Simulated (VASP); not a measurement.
# W3N4 (Pm-3m) in VASP: a series of runs

The runs below take W3N4 through single point, with PBE.

Everything below comes from runs of VASP 6.6.1. Logs are shortened: lines on timing, memory, paths and dates and some standing lists are left out, and cuts for length are marked.

## (1) The cell of the first run

It takes space group Pm-3m (No. 221, cubic). The conventional cell has a = 4.122 Å, b = 4.122 Å, c = 4.122 Å, α = 90.00°, β = 90.00°, γ = 90.00°. W (site symmetry 4/mmm) has 6 N at 2.06 Å within 2.7 Å. N (site symmetry m-3m) has 6 W at 2.06 Å within 2.7 Å. N (site symmetry 4/mmm) has 4 W at 2.06 Å within 2.7 Å.

## (2) Single point, PBE

INCAR

```
PREC = Accurate
ENCUT = 520
EDIFF = 1E-7
ISMEAR = 0
SIGMA = 0.1
LREAL = False
LASPH = True
NELM = 100
ALGO = Normal
ISIF = 2
LWAVE = False
LCHARG = True
GGA = PE
LELF = True
LVHAR = True
NBANDS = 40
```

KPOINTS

```
Automatic mesh
0
Gamma
  1 1 1
```

POSCAR

```
W3N4
1.0
    4.1220000000      0.0000000000      0.0000000000
    0.0000000000      4.1220000000      0.0000000000
    0.0000000000      0.0000000000      4.1220000000
W N
3 4
Direct
    0.5000000000      0.5000000000      0.0000000000
    0.0000000000      0.5000000000      0.5000000000
    0.5000000000      0.0000000000      0.5000000000
    0.5000000000      0.5000000000      0.5000000000
    0.5000000000      0.0000000000      0.0000000000
    0.0000000000      0.5000000000      0.0000000000
    0.0000000000      0.0000000000      0.5000000000
```

Potentials or basis: VASP PAW PBE potentials, release 64 (W_sv, N).

Started as:

```sh
$ cat potpaw_PBE.64/W_sv/POTCAR potpaw_PBE.64/N/POTCAR > POTCAR
$ mpirun -np 1 vasp_gam > vasp.out
```

OUTCAR:

```text
PREC = Accurate
   ENCUT = 520
   EDIFF = 1E-7
   ISMEAR = 0
   LREAL = False
   LASPH = True
   NELM = 100
   ISIF = 2
   GGA = PE

 ion  position               nearest neighbor table
   1  0.500  0.500  0.000-   4 2.06   5 2.06   6 2.06   4 2.06   5 2.06   6 2.06   3 2.91   3 2.91
                             3 2.91   2 2.91   3 2.91   2 2.91   2 2.91   2 2.91
   2  0.000  0.500  0.500-   4 2.06   6 2.06   7 2.06   6 2.06   7 2.06   4 2.06   3 2.91   3 2.91
                             1 2.91   1 2.91   3 2.91   1 2.91   1 2.91   3 2.91
   3  0.500  0.000  0.500-   4 2.06   5 2.06   7 2.06   5 2.06   4 2.06   7 2.06   2 2.91   1 2.91
                             2 2.91   1 2.91   1 2.91   2 2.91   1 2.91   2 2.91
   4  0.500  0.500  0.500-   1 2.06   2 2.06   3 2.06   1 2.06   3 2.06   2 2.06
   5  0.500  0.000  0.000-   1 2.06   3 2.06   3 2.06   1 2.06
   6  0.000  0.500  0.000-   1 2.06   2 2.06   2 2.06   1 2.06
   7  0.000  0.000  0.500-   2 2.06   3 2.06   2 2.06   3 2.06

  LATTYP: Found a simple cubic cell.
 ALAT       =     4.1220000000

  Lattice vectors:

 A1 = (   4.1220000000,   0.0000000000,   0.0000000000)
 A2 = (   0.0000000000,   4.1220000000,   0.0000000000)
 A3 = (   0.0000000000,   0.0000000000,   4.1220000000)

Analysis of symmetry for initial positions (statically):
=====================================================================
 Subroutine PRICEL returns:
 Original cell was already a primitive cell.

 Routine SETGRP: Setting up the symmetry group for a
 simple cubic supercell.

 Subroutine GETGRP returns: Found 48 space group operations
 (whereof 48 operations were pure point group operations)
 out of a pool of 48 trial point group operations.

The static configuration has the point symmetry O_h .

Analysis of symmetry for dynamics (positions and initial velocities):
=====================================================================
 Subroutine PRICEL returns:
 Original cell was already a primitive cell.

 Routine SETGRP: Setting up the symmetry group for a
 simple cubic supercell.

 Subroutine GETGRP returns: Found 48 space group operations
 (whereof 48 operations were pure point group operations)
 out of a pool of 48 trial point group operations.

The dynamic configuration has the point symmetry O_h .

 Subroutine INISYM returns: Found 48 space group operations
 (whereof 48 operations are pure point group operations),
 and found     1 'primitive' translations

----------------------------------------------------------------------------------------

                                     Primitive cell

  volume of cell :      70.0364

  direct lattice vectors                    reciprocal lattice vectors
     4.122000000  0.000000000  0.000000000     0.242600679  0.000000000  0.000000000
     0.000000000  4.122000000  0.000000000     0.000000000  0.242600679  0.000000000
     0.000000000  0.000000000  4.122000000     0.000000000  0.000000000  0.242600679

  length of vectors
     4.122000000  4.122000000  4.122000000     0.242600679  0.242600679  0.242600679

  position of ions in fractional coordinates (direct lattice)
     0.500000000  0.500000000  0.000000000
     0.000000000  0.500000000  0.500000000
     0.500000000  0.000000000  0.500000000
     0.500000000  0.500000000  0.500000000
     0.500000000  0.000000000  0.000000000
     0.000000000  0.500000000  0.000000000
     0.000000000  0.000000000  0.500000000

  ion indices of the primitive-cell ions
   primitive index   ion index
                 1           1
                 2           2
                 3           3
                 4           4
                 5           5
                 6           6
                 7           7

----------------------------------------------------------------------------------------

 KPOINTS: Automatic mesh

Automatic generation of k-mesh.
 Grid dimensions read from file:
 generate k-points for:    1    1    1

 Generating k-lattice:

  Cartesian coordinates                     Fractional coordinates (reciprocal lattice)
     0.242600679  0.000000000  0.000000000     1.000000000  0.000000000  0.000000000
     0.000000000  0.242600679  0.000000000     0.000000000  1.000000000  0.000000000
     0.000000000  0.000000000  0.242600679     0.000000000  0.000000000  1.000000000

  Length of vectors
     0.242600679  0.242600679  0.242600679

  Shift w.r.t. Gamma in fractional coordinates (k-lattice)
     0.000000000  0.000000000  0.000000000

 Subroutine IBZKPT returns following result:
 ===========================================

 Found      1 irreducible k-points:

 Following reciprocal coordinates:
            Coordinates               Weight
  0.000000  0.000000  0.000000      1.000000
   k-points           NKPTS =      1   k-points in BZ     NKDIM =      1   number of bands    NBANDS=     40
   number of dos      NEDOS =    301   number of ions     NIONS =      7
   total plane-waves  NPLWV =  32768
   dimension x,y,z NGX =    32 NGY =   32 NGZ =   32
   dimension x,y,z NGXF=    64 NGYF=   64 NGZF=   64
   ions per type =               3   4
   NGX,Y,Z   is equivalent  to a cutoff of  12.91, 12.91, 12.91 a.u.
   NGXF,Y,Z  is equivalent  to a cutoff of  25.81, 25.81, 25.81 a.u.
 SYSTEM =  unknown system
   PREC   = accura    normal or accurate (medium, high low for compatibility)
   ISTART =      0    job   : 0-new  1-cont  2-samecut
   ICHARG =      2    charge: 1-file 2-atom 10-const
   ISPIN  =      1    spin polarized calculation?
   LNONCOLLINEAR =      F non collinear calculations
   LSORBIT =      F    spin-orbit coupling
   LASPH  =      T    aspherical Exc in radial PAW
   ENCUT  =  520.0 eV  38.22 Ry    6.18 a.u.   7.66  7.66  7.66*2*pi/ulx,y,z
   NELM   =    100;   NELMIN=  2; NELMDL= -5     # of ELM steps
   EDIFF  = 0.1E-06   stopping-criterion for ELM
   LREAL  =      F    real-space projection
   EDIFFG = 0.1E-05   stopping-criterion for IOM
   NSW    =      0    number of steps for IOM
   IBRION =     -1    ionic relax: 0-MD 1-quasi-New 2-CG
   NFREE  =      0    steps in history (QN), initial steepest desc. (CG)
   ISIF   =      2    stress and relaxation
   ISYM   =      2    0-nonsym 1-usesym 2-fastsym
   POTIM  = 0.5000    time-step for ionic-motion
   TEBEG  =    0.0;   TEEND  =   0.0 temperature during run
   PSTRESS=    0.0 pullay stress
   NELECT =      62.0000    total number of electrons
   NUPDOWN=      -1.0000    fix difference up-down
   EMIN   =  10.00;   EMAX   =-10.00  energy-range for DOS
   EFERMI =   0.00;   METHOD = LEGACY
   ISMEAR =     0;   SIGMA  =   0.10  broadening in eV -4-tet -1-fermi 0-gaus
   EFERMI_NEDOS =   21; number of points for ismear=-14 and -15
   IALGO  =     38    algorithm
   IMIX   =      4    mixing-type and parameters
     AMIX     =   0.40;   BMIX     =  1.00
     AMIX_MAG =   1.60;   BMIX_MAG =  1.00
  volume/ion in A,a.u.               =      10.01        67.52
  Fermi-wavevector in a.u.,A,eV,Ry     =   1.571921  2.970500 33.619124  2.470936
  Thomas-Fermi vector in A             =   2.673433
   LORBIT       =      0    0 simple, 1 ext, 2 COOP (PROOUT), +10 PAW based schemes
   GGA     = PE    functional components
   LHFCALC =     F    Hartree Fock is set to
   AEXX    =    0.0000 exact exchange contribution
   IVDW    =     0    specifies the selected vdW correction
   LEPSILON=     F    determine dielectric tensor
   LRPA    =     F    only Hartree local field effects (RPA)
 non-spin polarized calculation
 Gauss-broadening in eV      SIGMA  =   0.10
  energy-cutoff  :      520.00
  volume of cell :       70.04
 maximum number of plane-waves:       932
 NGX is ok and might be reduce to    30
   NGX = 15   NGY = 15   NGZ = 15

 number of electron      62.0000004 magnetization

 Free energy of the ion-electron system (eV)
  ---------------------------------------------------
  ext. energy  EPLUGINS =         0.00000000
  ---------------------------------------------------
  free energy    TOTEN  =       -40.92262780 eV

  energy without entropy =      -40.58411690  energy(sigma->0) =      -40.75337235

 E-fermi :  10.0076     XC(G=0): -13.4072

 val. band max:       10.0073241480   @ k =   0.0000   0.0000   0.0000
 cond. band min:      10.0078815286   @ k =   0.0000   0.0000   0.0000
 fundamental gap:      0.0005573807
 Fermi energy:        10.0076139268

 k-point     1 :       0.0000    0.0000    0.0000
  band No.  band energies     occupation
      1     -65.5686      2.00000
      2     -65.4863      2.00000
      3     -65.4863      2.00000
      4     -30.0986      2.00000
      5     -30.0986      2.00000
      6     -30.0986      2.00000
[... 32 lines left out ...]
     39      13.6438      0.00000
     40      13.6438      0.00000

------------------------ aborting loop because EDIFF is reached ----------------------------------------

  FORCE on cell =-STRESS in cart. coord.  units (eV):
  Direction    XX          YY          ZZ          XY          YZ          ZX
  --------------------------------------------------------------------------------------
  -------------------------------------------------------------------------------------
  Total       36.3170444     36.3170444     36.3170444     -0.0000000      0.0000000      0.0000000
  in kB      830.8012040    830.8012040    830.8012040     -0.0000000      0.0000000      0.0000000
  external PRESSURE =     830.8012040 kB  Pullay stress =       0.0000000 kB

 VOLUME and BASIS-vectors are now :
 -----------------------------------------------------------------------------
  energy-cutoff  :      520.00
  volume of cell :       70.04
      direct lattice vectors                 reciprocal lattice vectors
     4.122000000  0.000000000  0.000000000     0.242600679  0.000000000  0.000000000
     0.000000000  4.122000000  0.000000000     0.000000000  0.242600679  0.000000000
     0.000000000  0.000000000  4.122000000     0.000000000  0.000000000  0.242600679

 POSITION                                       TOTAL-FORCE (eV/Angst)
 -----------------------------------------------------------------------------------
      2.06100      2.06100      0.00000         0.000000      0.000000      0.000000
      0.00000      2.06100      2.06100         0.000000      0.000000      0.000000
      2.06100      0.00000      2.06100         0.000000      0.000000      0.000000
      2.06100      2.06100      2.06100         0.000000      0.000000      0.000000
      2.06100      0.00000      0.00000         0.000000      0.000000      0.000000
      0.00000      2.06100      0.00000         0.000000      0.000000      0.000000
      0.00000      0.00000      2.06100         0.000000      0.000000      0.000000
 -----------------------------------------------------------------------------------
    total drift:                                0.000000     -0.000000     -0.000000

  FREE ENERGIE OF THE ION-ELECTRON SYSTEM (eV)
  ---------------------------------------------------
  free  energy   TOTEN  =       -40.9226277993 eV

  energy  without entropy=      -40.5841168973  energy(sigma->0) =      -40.75337235
```

Wall time 27 s (1 thread of Intel Xeon 8259CL, shared host); peak memory 0.17 GiB.

Results:

```yaml
Free_energy: -40.9226 eV
Pressure: 83.1 GPa
Band_gap_on_the_k_mesh: zero (filled and empty bands touch)
```

Caveat: the k points lie up to 1.52 Å⁻¹ apart; spin-orbit coupling is left out, which moves the levels of the heavy elements.

## (3) Single point, PBE

INCAR

```
ALGO = Normal ; EDIFF = 1E-6
ENCUT = 520 ; GGA = PE
ISIF = 2 ; ISMEAR = 0
LASPH = True ; LCHARG = True
LELF = True ; LREAL = False
LVHAR = True ; LWAVE = False
NBANDS = 40 ; NELM = 80
PREC = Accurate ; SIGMA = 0.1
```

KPOINTS

```
k-points
0
Gamma
  2 2 2
```

POSCAR is that of step 2.

Potentials or basis: VASP PAW PBE potentials, release 64 (W_sv, N).

Started as:

```sh
$ cat potpaw_PBE.64/W_sv/POTCAR potpaw_PBE.64/N/POTCAR > POTCAR
$ mpirun -np 1 vasp_std > vasp.out
```

Wall time 25 s (1 thread of Intel Xeon 8259CL, shared host); peak memory 0.17 GiB.

The run converged. Its results:

```yaml
Free_energy: -68.8241 eV
Pressure: 36.4 GPa
Band_gap_on_the_k_mesh: zero (band 31 reaches 12.92 eV, above the bottom of band 32 at 10.76 eV)
```

Levels at points of the mesh, in eV from the Fermi level:
```tsv
k point	band 27	band 28	band 29	band 30	band 31	band 32	band 33	band 34	band 35	band 36
(0.00, 0.00, 0.00)	-3.74	-3.74	-2.43	-2.43	-2.43	-0.98	-0.98	-0.98	-0.32	-0.32
(0.50, 0.00, 0.00)	-3.92	-3.92	-3.72	-1.89	-0.06	-0.06	-0.01	0.10	0.10	2.04
(0.50, 0.50, 0.00)	-5.93	-1.76	-0.63	0.28	0.34	0.43	0.43	1.33	1.33	2.18
(0.50, 0.50, 0.50)	-3.14	-3.14	1.18	1.18	1.18	1.76	1.76	1.76	2.69	2.69
```

Caveat: the k points lie up to 0.76 Å⁻¹ apart; spin-orbit coupling is left out, which moves the levels of the heavy elements.
